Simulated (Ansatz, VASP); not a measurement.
## Two plane-wave programs on CoO

```
Co O
1.0
     2.61615    0.00000    0.00000
     0.00000    2.61615    0.00000
     0.00000    0.00000    2.61615
Co O
1 1
Direct
  0.00000 0.00000 0.00000
  0.50000 0.50000 0.50000
```

Alike in both runs: task single point; functional PBE; k mesh 16 × 16 × 16; occupations gaussian, width 0.1 eV; collinear spin.

|  | VASP | Ansatz |
| --- | --- | --- |
| version | VASP 6.6.1 | Ansatz 0.2.0 |
| potentials or method | VASP PAW PBE potentials, release 64 (Co, O), cutoff 520 eV | scalar-relativistic, plane waves, PAW |
| valence electrons in the cell | 15 | 23 |

VASP gave:

* gap on the k mesh at the Fermi level (eV): none
* pressure (GPa): -0.6
* net moment per atom (μB): 1.50
* size of the moment on the site where the two differ most (μB): 0.44

Q: What did Ansatz give for the same quantities?

A: gap on the k mesh at the Fermi level (eV): none; pressure (GPa): 0.0; net moment per atom (μB): 1.50; size of the moment on the site where the two differ most (μB): 0.47.

Site moments also hang on the region over which each program counts them. A gap of «none» marks a metal or a gap that the smearing closes. With one functional, cell and mesh, what is left measures potentials, basis and numerics. VASP's potentials hold 15 valence electrons a cell and Ansatz's 23, so a difference there can come from the potentials and not from the codes.
